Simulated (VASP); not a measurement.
# WC (Fm-3m) in VASP: further runs

WC is run at these levels: r2SCAN; tasks: single point.

Program: VASP 6.6.1. These are calculated values, not measurements. Logs are shortened: lines on timing, memory, paths and dates and some standing lists are left out, and cuts for length are marked.

### 1 The cell of the first run

Symmetry: Fm-3m, No. 225, cubic system. Conventional cell: a = 4.492 Å, b = 4.492 Å, c = 4.492 Å, α = 90.00°, β = 90.00°, γ = 90.00°. W (site symmetry m-3m) has 6 C at 2.25 Å within 3.0 Å. C (site symmetry m-3m) has 6 W at 2.25 Å within 3.0 Å.

### 2 Single point, r2SCAN

Input file POSCAR:

```
WC
1.0
    0.0000000000      2.2461850670      2.2461850670
    2.2461850670      0.0000000000      2.2461850670
    2.2461850670      2.2461850670      0.0000000000
W C
1 1
Direct
    0.0000000000      0.0000000000      0.0000000000
    0.5000000000      0.5000000000      0.5000000000
```

Input file INCAR.step1:

```
SYSTEM = WC
PREC = Accurate
ENCUT = 520
ISMEAR = -1
SIGMA = 0.1
LREAL = .FALSE.
LASPH = .TRUE.
NELM = 60
NBANDS = 16
GGA = PE
ALGO = Normal
EDIFF = 1E-4
LWAVE = .TRUE.
LCHARG = .FALSE.
```

Input file INCAR.step2:

```
SYSTEM = WC
PREC = Accurate
ENCUT = 520
EDIFF = 1E-6
ISMEAR = -1
SIGMA = 0.1
LREAL = .FALSE.
LASPH = .TRUE.
NELM = 60
ALGO = Normal
ISIF = 2
LWAVE = .FALSE.
LCHARG = .FALSE.
METAGGA = R2SCAN
LMIXTAU = .TRUE.
NBANDS = 16
ISTART = 1
```

Input file KPOINTS:

```
Automatic mesh
0
G
  11 11 11
  0 0 0
```

Potentials or basis: VASP PAW PBE potentials, release 64 (W_sv, C).

Launch:

```sh
> cat potpaw_PBE.64/W_sv/POTCAR potpaw_PBE.64/C/POTCAR > POTCAR
> cp INCAR.step1 INCAR
> mpirun -np 1 vasp_std > vasp.out
> cp INCAR.step2 INCAR
> mpirun -np 1 vasp_std > vasp.out
```

OUTCAR:

```text
SYSTEM = WC
   PREC = Accurate
   ENCUT = 520
   EDIFF = 1E-6
   ISMEAR = -1
   LREAL = .FALSE.
   LASPH = .TRUE.
   NELM = 60
   ISIF = 2
   METAGGA = R2SCAN
   ISTART = 1

 ion  position               nearest neighbor table
   1  0.000  0.000  0.000-   2 2.25   2 2.25   2 2.25   2 2.25   2 2.25   2 2.25
   2  0.500  0.500  0.500-   1 2.25   1 2.25   1 2.25   1 2.25   1 2.25   1 2.25

  LATTYP: Found a face centered cubic cell.
 ALAT       =     4.4923701340

  Lattice vectors:

 A1 = (   0.0000000000,   2.2461850670,   2.2461850670)
 A2 = (   2.2461850670,   0.0000000000,   2.2461850670)
 A3 = (   2.2461850670,   2.2461850670,   0.0000000000)

Analysis of symmetry for initial positions (statically):
=====================================================================
 Subroutine PRICEL returns:
 Original cell was already a primitive cell.

 Routine SETGRP: Setting up the symmetry group for a
 face centered cubic supercell.

 Subroutine GETGRP returns: Found 48 space group operations
 (whereof 48 operations were pure point group operations)
 out of a pool of 48 trial point group operations.

The static configuration has the point symmetry O_h .

Analysis of symmetry for dynamics (positions and initial velocities):
=====================================================================
 Subroutine PRICEL returns:
 Original cell was already a primitive cell.

 Routine SETGRP: Setting up the symmetry group for a
 face centered cubic supercell.

 Subroutine GETGRP returns: Found 48 space group operations
 (whereof 48 operations were pure point group operations)
 out of a pool of 48 trial point group operations.

The dynamic configuration has the point symmetry O_h .

 Subroutine INISYM returns: Found 48 space group operations
 (whereof 48 operations are pure point group operations),
 and found     1 'primitive' translations

----------------------------------------------------------------------------------------

                                     Primitive cell

  volume of cell :      22.6656

  direct lattice vectors                    reciprocal lattice vectors
     0.000000000  2.246185067  2.246185067    -0.222599646  0.222599646  0.222599646
     2.246185067  0.000000000  2.246185067     0.222599646 -0.222599646  0.222599646
     2.246185067  2.246185067  0.000000000     0.222599646  0.222599646 -0.222599646

  length of vectors
     3.176585385  3.176585385  3.176585385     0.385553896  0.385553896  0.385553896

  position of ions in fractional coordinates (direct lattice)
     0.000000000  0.000000000  0.000000000
     0.500000000  0.500000000  0.500000000

  ion indices of the primitive-cell ions
   primitive index   ion index
                 1           1
                 2           2

----------------------------------------------------------------------------------------

 KPOINTS: Automatic mesh

Automatic generation of k-mesh.
 Grid dimensions read from file:
 generate k-points for:   11   11   11

 Generating k-lattice:

  Cartesian coordinates                     Fractional coordinates (reciprocal lattice)
    -0.020236331  0.020236331  0.020236331     0.090909091  0.000000000  0.000000000
     0.020236331 -0.020236331  0.020236331     0.000000000  0.090909091  0.000000000
     0.020236331  0.020236331 -0.020236331     0.000000000  0.000000000  0.090909091

  Length of vectors
     0.035050354  0.035050354  0.035050354

  Shift w.r.t. Gamma in fractional coordinates (k-lattice)
     0.000000000  0.000000000  0.000000000

 Subroutine IBZKPT returns following result:
 ===========================================

 Found     56 irreducible k-points:

 Following reciprocal coordinates:
            Coordinates               Weight
  0.000000  0.000000  0.000000      1.000000
  0.090909  0.000000  0.000000      8.000000
  0.181818  0.000000  0.000000      8.000000
  0.272727  0.000000  0.000000      8.000000
  0.363636  0.000000  0.000000      8.000000
  0.454545  0.000000  0.000000      8.000000
[... 16 lines left out ...]
 -0.272727  0.181818  0.000000     24.000000
 -0.181818  0.181818  0.000000     12.000000
 [... further k-points ...]
   k-points           NKPTS =     56   k-points in BZ     NKDIM =     56   number of bands    NBANDS=     16
   number of dos      NEDOS =    301   number of ions     NIONS =      2
   total plane-waves  NPLWV =  13824
   dimension x,y,z NGX =    24 NGY =   24 NGZ =   24
   dimension x,y,z NGXF=    48 NGYF=   48 NGZF=   48
   ions per type =               1   1
   NGX,Y,Z   is equivalent  to a cutoff of  12.56, 12.56, 12.56 a.u.
   NGXF,Y,Z  is equivalent  to a cutoff of  25.12, 25.12, 25.12 a.u.
 SYSTEM =  WC
   PREC   = accura    normal or accurate (medium, high low for compatibility)
   ISTART =      1    job   : 0-new  1-cont  2-samecut
   ICHARG =      0    charge: 1-file 2-atom 10-const
   ISPIN  =      1    spin polarized calculation?
   LNONCOLLINEAR =      F non collinear calculations
   LSORBIT =      F    spin-orbit coupling
   LASPH  =      T    aspherical Exc in radial PAW
   ENCUT  =  520.0 eV  38.22 Ry    6.18 a.u.   5.91  5.91  5.91*2*pi/ulx,y,z
   NELM   =     60;   NELMIN=  2; NELMDL=  0     # of ELM steps
   EDIFF  = 0.1E-05   stopping-criterion for ELM
   LREAL  =      F    real-space projection
   EDIFFG = 0.1E-04   stopping-criterion for IOM
   NSW    =      0    number of steps for IOM
   IBRION =     -1    ionic relax: 0-MD 1-quasi-New 2-CG
   NFREE  =      0    steps in history (QN), initial steepest desc. (CG)
   ISIF   =      2    stress and relaxation
   ISYM   =      2    0-nonsym 1-usesym 2-fastsym
   POTIM  = 0.5000    time-step for ionic-motion
   TEBEG  =    0.0;   TEEND  =   0.0 temperature during run
   PSTRESS=    0.0 pullay stress
   NELECT =      18.0000    total number of electrons
   NUPDOWN=      -1.0000    fix difference up-down
   EMIN   =  10.00;   EMAX   =-10.00  energy-range for DOS
   EFERMI =   0.00;   METHOD = LEGACY
   ISMEAR =    -1;   SIGMA  =   0.10  broadening in eV -4-tet -1-fermi 0-gaus
   EFERMI_NEDOS =   21; number of points for ismear=-14 and -15
   IALGO  =     38    algorithm
   IMIX   =      4    mixing-type and parameters
     AMIX     =   0.40;   BMIX     =  1.00
     AMIX_MAG =   1.60;   BMIX_MAG =  1.00
  volume/ion in A,a.u.               =      11.33        76.48
  Fermi-wavevector in a.u.,A,eV,Ry     =   1.516038  2.864897 31.271245  2.298372
  Thomas-Fermi vector in A             =   2.625481
   LORBIT       =      0    0 simple, 1 ext, 2 COOP (PROOUT), +10 PAW based schemes
   METAGGA = R2SCAN    functional components
   LHFCALC =     F    Hartree Fock is set to
   AEXX    =    0.0000 exact exchange contribution
   IVDW    =     0    specifies the selected vdW correction
   LEPSILON=     F    determine dielectric tensor
   LRPA    =     F    only Hartree local field effects (RPA)
 non-spin polarized calculation
  energy-cutoff  :      520.00
  volume of cell :       22.67
 maximum number of plane-waves:       624
   NGX = 11   NGY = 11   NGZ = 11

 number of electron      17.9999998 magnetization

 Free energy of the ion-electron system (eV)
  ---------------------------------------------------
  ext. energy  EPLUGINS =         0.00000000
  ---------------------------------------------------
  free energy    TOTEN  =       -60.47944139 eV

  energy without entropy =      -60.43641011  energy(sigma->0) =      -60.45792575

 E-fermi :  11.3306     XC(G=0): -14.3848

 val. band max:       11.3234074783   @ k =  -0.2727   0.4545   0.1818
 cond. band min:      11.3486348791   @ k =  -0.0909   0.0909   0.0000
 fundamental gap:      0.0252274008
 Fermi energy:        11.3306051151

 k-point     1 :       0.0000    0.0000    0.0000
  band No.  band energies     occupation
      1     -66.1816      2.00000
      2     -29.5230      2.00000
      3     -29.5230      2.00000
      4     -29.5230      2.00000
      5      -4.7282      2.00000
      6       8.7538      2.00000
[... 8 lines left out ...]
     15      22.0130      0.00000
     16      33.8593      0.00000

 k-point     2 :       0.0909    0.0000    0.0000
  band No.  band energies     occupation
      1     -66.1792      2.00000
      2     -29.5616      2.00000
      3     -29.5272      2.00000
      4     -29.5272      2.00000
      5      -4.5124      2.00000
      6       7.9605      2.00000
[... 8 lines left out ...]
     15      22.4864      0.00000
     16      31.8441      0.00000

 k-point     3 :       0.1818    0.0000    0.0000
  band No.  band energies     occupation
      1     -66.1731      2.00000
      2     -29.6641      2.00000
      3     -29.5384      2.00000
      4     -29.5384      2.00000
      5      -3.8938      2.00000
      6       6.4495      2.00000
[... 8 lines left out ...]
     15      23.5063      0.00000
     16      29.3204      0.00000

 k-point     4 :       0.2727    0.0000    0.0000
  band No.  band energies     occupation
      1     -66.1651      2.00000
      2     -29.7957      2.00000
      3     -29.5532      2.00000
      4     -29.5532      2.00000
      5      -2.9527      2.00000
      6       4.8101      2.00000
[... 8 lines left out ...]
     15      23.8606      0.00000
     16      27.5193      0.00000

 k-point     5 :       0.3636    0.0000    0.0000
  band No.  band energies     occupation
      1     -66.1578      2.00000
      2     -29.9142      2.00000
      3     -29.5666      2.00000
      4     -29.5666      2.00000
      5      -1.8187      2.00000
      6       3.2516      2.00000
[... 8 lines left out ...]
     15      24.3935      0.00000
     16      25.0689      0.00000

 k-point     6 :       0.4545    0.0000    0.0000
  band No.  band energies     occupation
      1     -66.1534      2.00000
      2     -29.9836      2.00000
      3     -29.5746      2.00000
      4     -29.5746      2.00000
      5      -0.7672      2.00000
      6       2.0108      2.00000
[... 8 lines left out ...]
     15      23.4585      0.00000
     16      23.4585      0.00000

 k-point     7 :       0.0909    0.0909    0.0000
  band No.  band energies     occupation
      1     -66.1785      2.00000
      2     -29.5588      2.00000
      3     -29.5364      2.00000
      4     -29.5364      2.00000
      5      -4.4458      2.00000
      6       7.6407      2.00000
[... 8 lines left out ...]
     15      22.6543      0.00000
     16      31.7304      0.00000

 k-point     8 :       0.1818    0.0909    0.0000
  band No.  band energies     occupation
      1     -66.1736      2.00000
      2     -29.6349      2.00000
      3     -29.5518      2.00000
      4     -29.5436      2.00000
      5      -3.9785      2.00000
      6       6.3127      2.00000
[... 8 lines left out ...]
     15      23.5599      0.00000
     16      29.2133      0.00000

 k-point     9 :       0.2727    0.0909    0.0000
  band No.  band energies     occupation
      1     -66.1662      2.00000
      2     -29.7540      2.00000
      3     -29.5686      2.00000
      4     -29.5564      2.00000
      5      -3.1772      2.00000
      6       4.9968      2.00000
[... 8 lines left out ...]
     15      24.0736      0.00000
     16      27.2254      0.00000
[... 172 lines left out ...]
 k-point    19 :       0.3636    0.1818    0.0000
  band No.  band energies     occupation
      1     -66.1573      2.00000
      2     -29.8359      2.00000
      3     -29.6128      2.00000
      4     -29.6081      2.00000
      5      -2.3944      2.00000
      6       3.9313      2.00000
[... 8 lines left out ...]
     15      23.1233      0.00000
     16      25.9886      0.00000

 k-point    20 :       0.4545    0.1818    0.0000
  band No.  band energies     occupation
      1     -66.1516      2.00000
      2     -29.9126      2.00000
      3     -29.6418      2.00000
      4     -29.6122      2.00000
      5      -1.6229      2.00000
      6       3.2437      2.00000
[... 8 lines left out ...]
     15      22.3839      0.00000
     16      25.4043      0.00000

 k-point    21 :      -0.4545    0.1818    0.0000
  band No.  band energies     occupation
      1     -66.1492      2.00000
      2     -29.9433      2.00000
      3     -29.6672      2.00000
      4     -29.6042      2.00000
      5      -1.1017      2.00000
      6       2.7105      2.00000
[... 8 lines left out ...]
     15      23.0096      0.00000
     16      24.8575      0.00000

 k-point    22 :      -0.3636    0.1818    0.0000
  band No.  band energies     occupation
      1     -66.1506      2.00000
      2     -29.9214      2.00000
      3     -29.6786      2.00000
      4     -29.5867      2.00000
      5      -1.2061      2.00000
      6       2.7700      2.00000
[... 8 lines left out ...]
     15      23.6906      0.00000
     16      24.3402      0.00000

 k-point    23 :      -0.2727    0.1818    0.0000
  band No.  band energies     occupation
      1     -66.1556      2.00000
      2     -29.8584      2.00000
      3     -29.6673      2.00000
      4     -29.5652      2.00000
      5      -1.8939      2.00000
      6       3.4957      2.00000
[... 8 lines left out ...]
     15      23.9935      0.00000
     16      24.3774      0.00000

 k-point    24 :      -0.1818    0.1818    0.0000
  band No.  band energies     occupation
      1     -66.1624      2.00000
      2     -29.7810      2.00000
      3     -29.6290      2.00000
      4     -29.5464      2.00000
      5      -2.7410      2.00000
      6       4.5539      2.00000
[... 8 lines left out ...]
     15      24.2837      0.00000
     16      24.8968      0.00000

 [... further k-points ...]
[... 5 lines left out ...]
  --------------------------------------------------------------------------------------
  -------------------------------------------------------------------------------------
  Total       -3.6663939     -3.6663939     -3.6663939      0.0000000      0.0000000      0.0000000
  in kB     -259.1690308   -259.1690308   -259.1690308      0.0000000      0.0000000      0.0000000
  external PRESSURE =    -259.1690308 kB  Pullay stress =       0.0000000 kB

 VOLUME and BASIS-vectors are now :
 -----------------------------------------------------------------------------
  energy-cutoff  :      520.00
  volume of cell :       22.67
      direct lattice vectors                 reciprocal lattice vectors
     0.000000000  2.246185067  2.246185067    -0.222599646  0.222599646  0.222599646
     2.246185067  0.000000000  2.246185067     0.222599646 -0.222599646  0.222599646
     2.246185067  2.246185067  0.000000000     0.222599646  0.222599646 -0.222599646

 POSITION                                       TOTAL-FORCE (eV/Angst)
 -----------------------------------------------------------------------------------
      0.00000      0.00000      0.00000         0.000000      0.000000     -0.000000
      2.24619      2.24619      2.24619        -0.000000     -0.000000      0.000000
 -----------------------------------------------------------------------------------
    total drift:                                0.000000     -0.000000     -0.000000

  FREE ENERGIE OF THE ION-ELECTRON SYSTEM (eV)
  ---------------------------------------------------
  free  energy   TOTEN  =       -60.4794413877 eV

  energy  without entropy=      -60.4364101098  energy(sigma->0) =      -60.45792575
```

Wall time 25 s (1 thread of Intel Xeon 6975P-C (Granite Rapids), shared host); peak memory 0.16 GiB.

What came out:

* Free energy: -60.4794 eV
* Pressure: -25.9 GPa
* Band gap on the k mesh: zero (band 9 reaches 12.17 eV, above the bottom of band 10 at 9.30 eV)

Levels at points of the mesh, in eV from the Fermi level:
```tsv
k point	band 5	band 6	band 7	band 8	band 9	band 10	band 11	band 12	band 13	band 14
(0.00, 0.00, 0.00)	-16.06	-2.58	-2.58	-2.58	-1.02	-1.02	-1.02	-0.96	-0.96	6.20
```

Caveat: the PAW data sets were made with another functional, which shifts forces and pressure a little; spin-orbit coupling is left out, which moves the levels of the heavy elements.

[end of part 1 of 2]
